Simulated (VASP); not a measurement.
# SiC (P6_3mc) in VASP: further runs

The runs below take SiC through single point, relaxation of cell and atoms, with LDA.

All numbers are computed with VASP 6.6.1; they aren't measurements. Logs are shortened: lines on timing, memory, paths and dates and some standing lists are left out, and cuts for length are marked.

## 1. The cell of the first run

Symmetry: P6_3mc, No. 186, hexagonal system. Conventional cell: a = 3.058 Å, b = 3.058 Å, c = 10.012 Å, α = 90.00°, β = 90.00°, γ = 120.00°. Si (site symmetry 3m) has 4 C at 1.87 to 1.88 Å within 2.5 Å. Si (site symmetry 3m) has 4 C at 1.87 to 1.88 Å within 2.5 Å. Within 2.5 Å of C (site symmetry 3m) lie 4 Si at 1.87 to 1.88 Å. Within 2.5 Å of C (site symmetry 3m) lie 4 Si at 1.87 to 1.88 Å.

## 2. Single point, LDA

Input file INCAR:

```
SYSTEM = SiC
PREC = Accurate ; ENCUT = 520
EDIFF = 1E-6 ; ISMEAR = 0
SIGMA = 0.02 ; LREAL = .FALSE.
LASPH = .TRUE. ; NELM = 80
ALGO = Normal ; ISIF = 2
LWAVE = .FALSE. ; LCHARG = .FALSE.
GGA = CA ; NBANDS = 26
```

Input file KPOINTS:

```
Automatic mesh
0
G
  12 12 4
  0 0 0
```

Input file POSCAR:

```
SiC
1.0
    3.0584217968     -0.0000000029      0.0000000000
   -1.5292108959      2.6486709729      0.0000000000
    0.0000000000      0.0000000000     10.0121483156
Si C
4 4
Direct
    0.6666666667      0.3333333333      0.9378414641
    0.3333333333      0.6666666667      0.4378414641
    0.0000000000      0.0000000000      0.6879005792
    0.0000000000      0.0000000000      0.1879005792
    0.6666666667      0.3333333333      0.7498077780
    0.3333333333      0.6666666667      0.2498077780
    0.0000000000      0.0000000000      0.5004491787
    0.0000000000      0.0000000000      0.0004491787
```

Potentials or basis: VASP PAW LDA potentials, release 64 (Si, C).

Run with:

```
> cat potpaw_LDA.64/Si/POTCAR potpaw_LDA.64/C/POTCAR > POTCAR
> mpirun -np 1 vasp_std > vasp.out
```

OUTCAR:

```text
SYSTEM = SiC
   PREC = Accurate
   ENCUT = 520
   EDIFF = 1E-6
   ISMEAR = 0
   LREAL = .FALSE.
   LASPH = .TRUE.
   NELM = 80
   ISIF = 2
   GGA = CA

 ion  position               nearest neighbor table
   1  0.667  0.333  0.938-   8 1.87   8 1.87   8 1.87   5 1.88   3 3.06   3 3.06   3 3.06   4 3.06
                             4 3.06   4 3.06
   2  0.333  0.667  0.438-   7 1.87   7 1.87   7 1.87   6 1.88   4 3.06   4 3.06   4 3.06   3 3.06
                             3 3.06   3 3.06
   3  0.000  0.000  0.688-   5 1.87   5 1.87   5 1.87   7 1.88   1 3.06   1 3.06   1 3.06   2 3.06
                             2 3.06   2 3.06
   4  0.000  0.000  0.188-   6 1.87   6 1.87   6 1.87   8 1.88   2 3.06   2 3.06   2 3.06   1 3.06
                             1 3.06   1 3.06
   5  0.667  0.333  0.750-   3 1.87   3 1.87   3 1.87   1 1.88
   6  0.333  0.667  0.250-   4 1.87   4 1.87   4 1.87   2 1.88
   7  0.000  0.000  0.500-   2 1.87   2 1.87   2 1.87   3 1.88
   8  0.000  0.000  0.000-   1 1.87   1 1.87   1 1.87   4 1.88

  LATTYP: Found a hexagonal cell.
 ALAT       =     3.0584217968
 C/A-ratio  =     3.2736322786

  Lattice vectors:

 A1 = (   3.0584217968,  -0.0000000029,   0.0000000000)
 A2 = (  -1.5292108959,   2.6486709729,   0.0000000000)
 A3 = (   0.0000000000,   0.0000000000,  10.0121483156)

Analysis of symmetry for initial positions (statically):
=====================================================================
 Subroutine PRICEL returns:
 Original cell was already a primitive cell.

 Routine SETGRP: Setting up the symmetry group for a
 hexagonal supercell.

 Subroutine GETGRP returns: Found 12 space group operations
 (whereof  6 operations were pure point group operations)
 out of a pool of 24 trial point group operations.

The static configuration has the point symmetry C_3v.
 The point group associated with its full space group is C_6v.

Analysis of symmetry for dynamics (positions and initial velocities):
=====================================================================
 Subroutine PRICEL returns:
 Original cell was already a primitive cell.

 Routine SETGRP: Setting up the symmetry group for a
 hexagonal supercell.

 Subroutine GETGRP returns: Found 12 space group operations
 (whereof  6 operations were pure point group operations)
 out of a pool of 24 trial point group operations.

The dynamic configuration has the point symmetry C_3v.
 The point group associated with its full space group is C_6v.

 Subroutine INISYM returns: Found 12 space group operations
 (whereof  6 operations are pure point group operations),
 and found     1 'primitive' translations

[... 111 lines left out ...]
   NFREE  =      0    steps in history (QN), initial steepest desc. (CG)
   ISIF   =      2    stress and relaxation
   ISYM   =      2    0-nonsym 1-usesym 2-fastsym
   POTIM  = 0.5000    time-step for ionic-motion
   TEBEG  =    0.0;   TEEND  =   0.0 temperature during run
   PSTRESS=    0.0 pullay stress
   NELECT =      32.0000    total number of electrons
   NUPDOWN=      -1.0000    fix difference up-down
   EMIN   =  10.00;   EMAX   =-10.00  energy-range for DOS
   EFERMI =   0.00;   METHOD = LEGACY
   ISMEAR =     0;   SIGMA  =   0.02  broadening in eV -4-tet -1-fermi 0-gaus
   EFERMI_NEDOS =   21; number of points for ismear=-14 and -15
   IALGO  =     38    algorithm
   IMIX   =      4    mixing-type and parameters
     AMIX     =   0.40;   BMIX     =  1.00
     AMIX_MAG =   1.60;   BMIX_MAG =  1.00
  volume/ion in A,a.u.               =      10.14        68.42
  Fermi-wavevector in a.u.,A,eV,Ry     =   1.200717  2.269026 19.615804  1.441721
  Thomas-Fermi vector in A             =   2.336545
   LORBIT       =      0    0 simple, 1 ext, 2 COOP (PROOUT), +10 PAW based schemes
   GGA     = CA    functional components
   LHFCALC =     F    Hartree Fock is set to
   AEXX    =    0.0000 exact exchange contribution
   IVDW    =     0    specifies the selected vdW correction
   LEPSILON=     F    determine dielectric tensor
   LRPA    =     F    only Hartree local field effects (RPA)
 non-spin polarized calculation
 Gauss-broadening in eV      SIGMA  =   0.02
  energy-cutoff  :      520.00
  volume of cell :       81.11
 maximum number of plane-waves:      2210
 NGX is ok and might be reduce to    24
   NGX = 11   NGY = 11   NGZ = 37

 number of electron      31.9999999 magnetization

 Free energy of the ion-electron system (eV)
  ---------------------------------------------------
  ext. energy  EPLUGINS =         0.00000000
  ---------------------------------------------------
  free energy    TOTEN  =       -66.58062144 eV

  energy without entropy =      -66.58062144  energy(sigma->0) =      -66.58062144

 E-fermi :   8.5189     XC(G=0): -11.6400

 val. band max:        8.3611829088   @ k =   0.0000   0.0000   0.0000
 cond. band min:      10.5337957277   @ k =   0.5000   0.0000   0.0000
 fundamental gap:      2.1726128189
 Fermi energy:         8.5188926954

 k-point     1 :       0.0000    0.0000    0.0000
  band No.  band energies     occupation
      1      -7.1910      2.00000
      2      -5.9885      2.00000
      3      -5.9524      2.00000
      4      -3.4968      2.00000
      5      -0.3821      2.00000
      6       3.9667      2.00000
[... 685 lines left out ...]
     25      17.0259      0.00000
     26      17.6220      0.00000

 [... further k-points ...]
[... 5 lines left out ...]
  --------------------------------------------------------------------------------------
  -------------------------------------------------------------------------------------
  Total        0.2041243      0.2041243      0.2087250     -0.0000000      0.0000000     -0.0000000
  in kB        4.0322981      4.0322981      4.1231817     -0.0000000      0.0000000     -0.0000000
  external PRESSURE =       4.0625926 kB  Pullay stress =       0.0000000 kB

 VOLUME and BASIS-vectors are now :
 -----------------------------------------------------------------------------
  energy-cutoff  :      520.00
  volume of cell :       81.11
      direct lattice vectors                 reciprocal lattice vectors
     3.058421797 -0.000000003  0.000000000     0.326966019  0.188773919  0.000000000
    -1.529210896  2.648670973  0.000000000     0.000000000  0.377547838  0.000000000
     0.000000000  0.000000000 10.012148316     0.000000000  0.000000000  0.099878664

 POSITION                                       TOTAL-FORCE (eV/Angst)
 -----------------------------------------------------------------------------------
      1.52921      0.88289      9.38981        -0.000000      0.000000      0.000942
      0.00000      1.76578      4.38373         0.000000     -0.000000      0.000942
      0.00000      0.00000      6.88736         0.000000      0.000000     -0.001262
      0.00000      0.00000      1.88129        -0.000000     -0.000000     -0.001262
      1.52921      0.88289      7.50719        -0.000000      0.000000      0.000082
      0.00000      1.76578      2.50111         0.000000     -0.000000      0.000082
      0.00000      0.00000      5.01057        -0.000000     -0.000000      0.000237
      0.00000      0.00000      0.00450         0.000000      0.000000      0.000237
 -----------------------------------------------------------------------------------
    total drift:                               -0.000000     -0.000000      0.000090

  FREE ENERGIE OF THE ION-ELECTRON SYSTEM (eV)
  ---------------------------------------------------
  free  energy   TOTEN  =       -66.5806214442 eV

  energy  without entropy=      -66.5806214442  energy(sigma->0) =      -66.58062144
```

OSZICAR:

```text
N       E                     dE             d eps       ncg     rms          rms(c)
DAV:   1     0.640995098592E+02    0.64100E+02   -0.14500E+04  2964   0.111E+03
DAV:   2    -0.679605335838E+02   -0.13206E+03   -0.12224E+03  3896   0.190E+02
DAV:   3    -0.748798627375E+02   -0.69193E+01   -0.68729E+01  4014   0.407E+01
DAV:   4    -0.749677302742E+02   -0.87868E-01   -0.87751E-01  3888   0.548E+00
DAV:   5    -0.749692724245E+02   -0.15422E-02   -0.15414E-02  3896   0.685E-01    0.186E+01
DAV:   6    -0.669161167054E+02    0.80532E+01   -0.21612E+01  3790   0.203E+01    0.862E+00
DAV:   7    -0.666645103928E+02    0.25161E+00   -0.23805E+00  4076   0.692E+00    0.340E+00
DAV:   8    -0.665928998544E+02    0.71611E-01   -0.14243E-01  3592   0.175E+00    0.116E+00
DAV:   9    -0.665805169933E+02    0.12383E-01   -0.20658E-02  3716   0.744E-01    0.155E-01
DAV:  10    -0.665806156700E+02   -0.98677E-04   -0.10006E-03  3754   0.168E-01    0.849E-02
DAV:  11    -0.665806273521E+02   -0.11682E-04   -0.35962E-05  3862   0.370E-02    0.222E-02
DAV:  12    -0.665806223240E+02    0.50281E-05   -0.13703E-05  3722   0.171E-02    0.107E-02
DAV:  13    -0.665806214442E+02    0.87981E-06   -0.25355E-06  2892   0.736E-03
   1 F= -.66580621E+02 E0= -.66580621E+02  d E =-.387378E-31
```

Wall time 51 s (1 thread of Intel Xeon 6975P-C (Granite Rapids), shared host); peak memory 0.21 GiB.

What came out:

```
Free energy            : -66.5806 eV
Pressure               : 0.4 GPa
Band gap on the k mesh : 2.17 eV, indirect (least direct gap 3.30 eV)
```

A k mesh can miss the band edges. A hybrid or GW would open this gap; LDA tends to underestimate it.

(Continued in part 2 of 2.)
